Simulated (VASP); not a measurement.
# Mo in VASP: a series of runs, part 2 of 2

VASP 6.6.1.

**3. Single point, PBE**

This run uses another cell than the first one.

INCAR

```
ALGO     = Normal         # electronic algorithm
DIPOL    = 0.5 0.5 0.281
EDIFF    = 1E-6           # SCF threshold, eV
ENCUT    = 520            # plane-wave cutoff, eV
GGA      = PE             # functional
IDIPOL   = 3            
ISIF     = 2              # what is computed and relaxed
ISMEAR   = 0              # smearing method
LASPH    = T              # aspherical terms in the spheres
LCHARG   = F              # write CHGCAR
LDIPOL   = T            
LREAL    = F              # projectors in reciprocal space
LWAVE    = F              # write WAVECAR
NBANDS   = 21             # bands
NELM     = 60             # most SCF steps
PREC     = Accurate       # precision mode
SIGMA    = 0.1            # smearing width, eV
```

KPOINTS

```
k-points
0
Gamma
  20 20 1
```

POSCAR

```
Mo
1.0
    2.5529286876      0.0000000000      0.0000000000
    0.0000000000      2.5529286876      0.0000000000
    0.0000000000      0.0000000000     26.6489088888
Mo
2
Direct
    0.0000000000      0.5000000000      0.2389233170
    0.5000000000      0.0000000000      0.3239515107
```

Potentials or basis: VASP PAW PBE potentials, release 64 (Mo_sv).

The run is started by

```
cat potpaw_PBE.64/Mo_sv/POTCAR > POTCAR
mpirun -np 1 vasp_std > vasp.out
```

OUTCAR:

```text
EDIFF = 1E-6
   ENCUT = 520
   GGA = PE
   ISIF = 2
   ISMEAR = 0
   LASPH = T
   LREAL = F
   NELM = 60
   PREC = Accurate

 ion  position               nearest neighbor table
   1  0.000  0.500  0.239-   2 2.90   2 2.90   2 2.90   2 2.90
   2  0.500  0.000  0.324-   1 2.90   1 2.90   1 2.90   1 2.90

  LATTYP: Found a simple tetragonal cell.
 ALAT       =     2.5529286876
 C/A-ratio  =    10.4385637634

  Lattice vectors:

 A1 = (   2.5529286876,   0.0000000000,   0.0000000000)
 A2 = (   0.0000000000,   2.5529286876,   0.0000000000)
 A3 = (   0.0000000000,   0.0000000000,  26.6489088888)

Analysis of symmetry for initial positions (statically):
=====================================================================
 Subroutine PRICEL returns:
 Original cell was already a primitive cell.

 Routine SETGRP: Setting up the symmetry group for a
 simple tetragonal supercell.

 Subroutine GETGRP returns: Found 16 space group operations
 (whereof  4 operations were pure point group operations)
 out of a pool of 16 trial point group operations.

The static configuration has the point symmetry C_2v.
 The point group associated with its full space group is D_4h.

Analysis of symmetry for dynamics (positions and initial velocities):
=====================================================================
 Subroutine PRICEL returns:
 Original cell was already a primitive cell.

 Routine SETGRP: Setting up the symmetry group for a
 simple tetragonal supercell.

 Subroutine GETGRP returns: Found 16 space group operations
 (whereof  4 operations were pure point group operations)
 out of a pool of 16 trial point group operations.

The dynamic configuration has the point symmetry C_2v.
 The point group associated with its full space group is D_4h.

 Subroutine INISYM returns: Found 16 space group operations
 (whereof  4 operations are pure point group operations),
 and found     1 'primitive' translations

----------------------------------------------------------------------------------------
[... 118 lines left out ...]
   GGA     = PE    functional components
   LHFCALC =     F    Hartree Fock is set to
   AEXX    =    0.0000 exact exchange contribution
   IVDW    =     0    specifies the selected vdW correction
   LEPSILON=     F    determine dielectric tensor
   LRPA    =     F    only Hartree local field effects (RPA)
 non-spin polarized calculation
 Gauss-broadening in eV      SIGMA  =   0.10
  energy-cutoff  :      520.00
  volume of cell :      173.68
 maximum number of plane-waves:      4714
 NGX is ok and might be reduce to    20
   NGX =  9   NGY =  9   NGZ = 99

 dipolmoment           0.000000      0.000000     -0.000024 electrons x Angstroem

 number of electron      27.9999994 magnetization

 dipolmoment           0.000000      0.000000      0.000002 electrons x Angstroem

 Free energy of the ion-electron system (eV)
  ---------------------------------------------------
  ext. energy  EPLUGINS =         0.00000000
  ---------------------------------------------------
  free energy    TOTEN  =       -19.04353219 eV

  energy without entropy =      -19.03186855  energy(sigma->0) =      -19.03770037

 E-fermi :  -1.5529     XC(G=0):  -3.1551

 val. band max:       -1.5794616304   @ k =   0.5000   0.4500   0.0000
 cond. band min:      -1.5473881788   @ k =   0.3000   0.1500   0.0000
 fundamental gap:      0.0320734516
 Fermi energy:        -1.5528919714

 k-point     1 :       0.0000    0.0000    0.0000
  band No.  band energies     occupation
      1     -62.8130      2.00000
      2     -62.6995      2.00000
      3     -37.1797      2.00000
      4     -36.5431      2.00000
      5     -35.9744      2.00000
      6     -35.9744      2.00000
[... 565 lines left out ...]
     20       1.3146      0.00000
     21       3.1586      0.00000

 [... further k-points ...]

------------------------ aborting loop because EDIFF is reached ----------------------------------------

 vacuum level on the upper side and lower side of the slab       (xc-potential included)        -0.009        -0.010

  FORCE on cell =-STRESS in cart. coord.  units (eV):
  Direction    XX          YY          ZZ          XY          YZ          ZX
  --------------------------------------------------------------------------------------
  -------------------------------------------------------------------------------------
  Total        0.1152695      0.1152695      0.0249756      0.0000000      0.0000000      0.0000000
  in kB        1.0633304      1.0633304      0.2303931      0.0000000      0.0000000      0.0000000
  external PRESSURE =       0.7856846 kB  Pullay stress =       0.0000000 kB

 VOLUME and BASIS-vectors are now :
 -----------------------------------------------------------------------------
  energy-cutoff  :      520.00
  volume of cell :      173.68
      direct lattice vectors                 reciprocal lattice vectors
     2.552928688  0.000000000  0.000000000     0.391706985  0.000000000  0.000000000
     0.000000000  2.552928688  0.000000000     0.000000000  0.391706985  0.000000000
     0.000000000  0.000000000 26.648908889     0.000000000  0.000000000  0.037524989

 POSITION                                       TOTAL-FORCE (eV/Angst)
 -----------------------------------------------------------------------------------
      0.00000      1.27646      6.36705        -0.000000     -0.000000     -0.016937
      1.27646      0.00000      8.63295         0.000000      0.000000      0.016937
 -----------------------------------------------------------------------------------
    total drift:                                0.000000      0.000000      0.000066

  FREE ENERGIE OF THE ION-ELECTRON SYSTEM (eV)
  ---------------------------------------------------
  free  energy   TOTEN  =       -19.0435321906 eV

  energy  without entropy=      -19.0318685487  energy(sigma->0) =      -19.03770037

 vacuum level on the upper side and lower side of the slab         3.197         3.197
```

OSZICAR:

```text
N       E                     dE             d eps       ncg     rms          rms(c)
DAV:   1     0.221935618549E+03    0.22194E+03   -0.16993E+04  3796   0.108E+03
DAV:   2    -0.136772851306E+02   -0.23561E+03   -0.23038E+03  3809   0.309E+02
DAV:   3    -0.203381297699E+02   -0.66608E+01   -0.63821E+01  3291   0.476E+01
[... 12 lines left out ...]
DAV:  16    -0.190435004233E+02   -0.51906E-04   -0.34703E-06  2555   0.438E-03    0.768E-04
DAV:  17    -0.190435149803E+02   -0.14557E-04   -0.54142E-07  2353   0.161E-03    0.510E-04
DAV:  18    -0.190435288978E+02   -0.13918E-04   -0.11287E-06  2321   0.175E-03    0.200E-04
DAV:  19    -0.190435311920E+02   -0.22942E-05   -0.93757E-08  2251   0.817E-04    0.152E-04
DAV:  20    -0.190435321906E+02   -0.99856E-06   -0.43600E-08  2130   0.351E-04
   1 F= -.19043532E+02 E0= -.19037700E+02  d E =-.116636E-01
```

stdout:

```text
POSCAR found type information on POSCAR Mo
 POSCAR found :  1 types and       2 ions
 scaLAPACK will be used
 LDA part: xc-table for (Slater+PW92), standard interpolation
 POSCAR, INCAR and KPOINTS ok, starting setup
 FFT: planning ... GRIDC
 FFT: planning ... GRID_SOFT
 FFT: planning ... GRID
 WAVECAR not read
 entering main loop
```

Run time: 7.8 min. Hardware: 1 thread of Intel Xeon 8259CL, shared host; peak memory 0.37 GiB.

Results:

```
Free energy            : -19.0435 eV
Largest force          : 0.017 eV/Å
Band gap on the k mesh : zero (bands 14 and 15 overlap by 1.14 eV)
```

Forces on the atoms (eV/Å):
```
Mo   0.000  0.000 -0.017
Mo   0.000  0.000  0.017
```

**4. Single point, PBE**

This run uses another cell than the first one.

INCAR

```
ALGO = Normal ; DIPOL = 0.5 0.5 0.281
EDIFF = 1E-6 ; ENCUT = 520
GGA = PE ; IDIPOL = 3
ISIF = 2 ; ISMEAR = 0
LASPH = T ; LCHARG = T
LDIPOL = T ; LELF = T
LREAL = F ; LVACPOTAV = T
LVHAR = T ; LWAVE = F
NBANDS = 21 ; NELM = 60
PREC = Accurate ; SIGMA = 0.1
```

KPOINTS

```
k-points
0
Gamma
  22 22 1
```

POSCAR is that of step 3.

The run is started by

```
cat potpaw_PBE.64/Mo_sv/POTCAR > POTCAR
mpirun -np 1 vasp_std > vasp.out
```

Run time: 8 min. Hardware: 1 thread of Intel Xeon 8259CL, shared host; peak memory 0.4 GiB.

It converged, with:

```yaml
Free_energy: -19.0410 eV
Largest_force: 0.067 eV/Å
Band_gap_on_the_k_mesh: zero (bands 14 and 15 overlap by 1.21 eV)
```

Forces on the atoms (eV/Å):
```
Mo   0.000  0.000 -0.067
Mo   0.000  0.000  0.067
```

Levels at points of the mesh, in eV from the Fermi level:
| k point | band 11 | band 12 | band 13 | band 14 | band 15 | band 16 | band 17 | band 18 |
| --- | --- | --- | --- | --- | --- | --- | --- | --- |
| (0.00, 0.00, 0.00) | -4.50 | -3.56 | -1.66 | -1.05 | 0.71 | 1.17 | 1.17 | 3.29 |
| (0.50, 0.00, 0.00) | -2.72 | -2.72 | 0.27 | 0.27 | 0.70 | 0.70 | 3.02 | 3.02 |
| (0.50, 0.50, 0.00) | -3.49 | -3.49 | 0.07 | 0.07 | 1.83 | 1.83 | 6.62 | 6.62 |

**5. Single point, PBE**

This run uses another cell than the first one.

INCAR

```
ALGO = Normal
DIPOL = 0.5 0.5 0.281
EDIFF = 1E-6
ENCUT = 520
GGA = PE
IDIPOL = 3
ISIF = 2
ISMEAR = 0
LASPH = True
LCHARG = True
LDIPOL = True
LELF = True
LREAL = False
LVACPOTAV = True
LVHAR = True
LWAVE = False
NBANDS = 21
NELM = 100
PREC = Accurate
SIGMA = 0.1
```

KPOINTS

```
k-points
0
Gamma
  20 20 1
```

POSCAR

```
Mo
1.0
    2.8157812696      0.0000000000      0.0000000000
    0.0000000000      2.8157812696      0.0000000000
    0.0000000000      0.0000000000     26.6489088888
Mo
2
Direct
    0.0000000000      0.5000000000      0.2500485213
    0.5000000000      0.0000000000      0.3128263064
```

Potentials or basis: VASP PAW PBE potentials, release 64 (Mo_sv).

The run is started by

```
cat potpaw_PBE.64/Mo_sv/POTCAR > POTCAR
mpirun -np 1 vasp_std > vasp.out
```

OUTCAR:

```text
EDIFF = 1E-6
   ENCUT = 520
   GGA = PE
   ISIF = 2
   ISMEAR = 0
   LASPH = True
   LREAL = False
   NELM = 100
   PREC = Accurate

 ion  position               nearest neighbor table
   1  0.000  0.500  0.250-   2 2.60   2 2.60   2 2.60   2 2.60
   2  0.500  0.000  0.313-   1 2.60   1 2.60   1 2.60   1 2.60

  LATTYP: Found a simple tetragonal cell.
 ALAT       =     2.8157812696
 C/A-ratio  =     9.4641260586

  Lattice vectors:

[... 771 lines left out ...]

  FORCE on cell =-STRESS in cart. coord.  units (eV):
  Direction    XX          YY          ZZ          XY          YZ          ZX
  --------------------------------------------------------------------------------------
  -------------------------------------------------------------------------------------
  Total        0.1803696      0.1803696      0.6663307     -0.0000000     -0.0000000     -0.0000000
  in kB        1.3677186      1.3677186      5.0526957     -0.0000000     -0.0000000     -0.0000000
  external PRESSURE =       2.5960443 kB  Pullay stress =       0.0000000 kB

 VOLUME and BASIS-vectors are now :
 -----------------------------------------------------------------------------
  energy-cutoff  :      520.00
  volume of cell :      211.29
      direct lattice vectors                 reciprocal lattice vectors
     2.815781270  0.000000000  0.000000000     0.355141222  0.000000000  0.000000000
     0.000000000  2.815781270  0.000000000     0.000000000  0.355141222  0.000000000
     0.000000000  0.000000000 26.648908889     0.000000000  0.000000000  0.037524989

 POSITION                                       TOTAL-FORCE (eV/Angst)
 -----------------------------------------------------------------------------------
      0.00000      1.40789      6.66352         0.000000     -0.000000     -0.405357
      1.40789      0.00000      8.33648        -0.000000      0.000000      0.405357
 -----------------------------------------------------------------------------------
    total drift:                                0.000000      0.000000      0.000023

  FREE ENERGIE OF THE ION-ELECTRON SYSTEM (eV)
  ---------------------------------------------------
  free  energy   TOTEN  =       -18.3872445474 eV

  energy  without entropy=      -18.3684443148  energy(sigma->0) =      -18.37784443

 vacuum level on the upper side and lower side of the slab         2.501         2.501
```

stdout:

```text
POSCAR found type information on POSCAR Mo
 POSCAR found :  1 types and       2 ions
 scaLAPACK will be used
 LDA part: xc-table for (Slater+PW92), standard interpolation
 POSCAR, INCAR and KPOINTS ok, starting setup
 FFT: planning ... GRIDC
 FFT: planning ... GRID_SOFT
 FFT: planning ... GRID
 WAVECAR not read
 entering main loop
 -----------------------------------------------------------------------------
|                                                                             |
|           W    W    AA    RRRRR   N    N  II  N    N   GGGG   !!!           |
|           W    W   A  A   R    R  NN   N  II  NN   N  G    G  !!!           |
|           W    W  A    A  R    R  N N  N  II  N N  N  G       !!!           |
|           W WW W  AAAAAA  RRRRR   N  N N  II  N  N N  G  GGG   !            |
|           WW  WW  A    A  R   R   N   NN  II  N   NN  G    G                |
|           W    W  A    A  R    R  N    N  II  N    N   GGGG   !!!           |
|                                                                             |
|     Did not find any points to average over, which means that no vacuum     |
|     field-free region was found. Please increase the size of  your cell     |
|     in the dimension of the dipole correction to obtain accurate            |
|     workfunction values.                                                    |
|                                                                             |
 -----------------------------------------------------------------------------
```

Run time: 9.8 min. Hardware: 1 thread of Intel Xeon 8259CL, shared host; peak memory 0.48 GiB.

What came out:

```yaml
Free_energy: -18.3872 eV
Largest_force: 0.405 eV/Å
Band_gap_on_the_k_mesh: zero (bands 14 and 15 overlap by 1.75 eV)
```

Forces in eV/Å, atoms in the order of the input:
```
Mo   0.000  0.000 -0.405
Mo   0.000  0.000  0.405
```

Levels at points of the mesh, in eV from the Fermi level:
| k point | band 12 | band 13 | band 14 | band 15 | band 16 | band 17 |
| --- | --- | --- | --- | --- | --- | --- |
| (0.00, 0.00, 0.00) | -1.22 | -0.95 | -0.21 | -0.21 | 0.08 | 1.69 |
| (0.50, 0.00, 0.00) | -0.83 | -0.76 | -0.76 | -0.38 | -0.38 | 3.48 |
| (0.50, 0.50, 0.00) | -3.32 | 1.08 | 1.08 | 2.42 | 2.42 | 4.56 |

**6. Single point, PBE**

This run uses another cell than the first one.

INCAR

```
PREC = Accurate
ENCUT = 520
EDIFF = 1E-7
ISMEAR = 0
SIGMA = 0.1
LREAL = False
LASPH = True
NELM = 100
ALGO = Normal
ISIF = 2
LWAVE = False
LCHARG = True
LDIPOL = True
IDIPOL = 3
DIPOL = 0.5 0.5 0.265
GGA = PE
LELF = True
LVHAR = True
LVACPOTAV = True
NBANDS = 21
```

KPOINTS

```
regular mesh
0
Gamma
  22 22 1
```

POSCAR

```
Mo
1.0
    2.5535256840      0.0000000000      0.0000000000
    0.0000000000      2.5535256840      0.0000000000
    0.0000000000      0.0000000000     28.3318171738
Mo
2
Direct
    0.0000000000      0.5000000000      0.2245815875
    0.5000000000      0.0000000000      0.3048585083
```

Potentials or basis: VASP PAW PBE potentials, release 64 (Mo_sv).

The run is started by

```
cat potpaw_PBE.64/Mo_sv/POTCAR > POTCAR
mpirun -np 1 vasp_std > vasp.out
```

Wall time 9.9 min (1 thread of Intel Xeon 8259CL, shared host); peak memory 0.42 GiB.

The run converged. Its results:

- Free energy: -19.0415 eV
- Largest force: 0.017 eV/Å
- Band gap on the k mesh: zero (bands 14 and 15 overlap by 1.20 eV)
- Work function of the upper face: 4.83 eV
- Work function of the lower face: 4.83 eV

Forces on the atoms (eV/Å):
```
Mo   0.000  0.000 -0.017
Mo   0.000  0.000  0.017
```

Levels at points of the mesh, in eV from the Fermi level:
| k point | band 11 | band 12 | band 13 | band 14 | band 15 | band 16 | band 17 | band 18 |
| --- | --- | --- | --- | --- | --- | --- | --- | --- |
| (0.00, 0.00, 0.00) | -4.48 | -3.56 | -1.67 | -1.05 | 0.70 | 1.19 | 1.19 | 3.28 |
| (0.50, 0.00, 0.00) | -2.72 | -2.72 | 0.28 | 0.28 | 0.71 | 0.71 | 3.01 | 3.01 |
| (0.50, 0.50, 0.00) | -3.47 | -3.47 | 0.05 | 0.05 | 1.82 | 1.82 | 6.61 | 6.61 |

**7. Summary**

| cell | k mesh | gap on the mesh (eV) | largest force (eV/Å) |
| --- | --- | --- | --- |
| a = 4.939, b = 4.939, c = 15.000 Å, 2 atoms, atomic positions A | 4 × 4 × 1 | none | 0.99 |
| a = 2.553, b = 2.553, c = 26.649 Å, 2 atoms, atomic positions B | 20 × 20 × 1 | none | 0.02 |
| a = 2.553, b = 2.553, c = 26.649 Å, 2 atoms, atomic positions B | 22 × 22 × 1 | none | 0.07 |
| a = 2.816, b = 2.816, c = 26.649 Å, 2 atoms, atomic positions C | 20 × 20 × 1 | none | 0.41 |
| a = 2.554, b = 2.554, c = 28.332 Å, 2 atoms, atomic positions B | 22 × 22 × 1 | none | 0.02 |

Alike in all rows: task single point; level PBE; potentials or basis VASP PAW PBE potentials, release 64 (Mo_sv); no spin polarisation; cutoff (eV) 520; smearing gaussian 0.1 eV.

Total energies depend on the potentials used, so only differences within one code and one set of settings carry meaning.
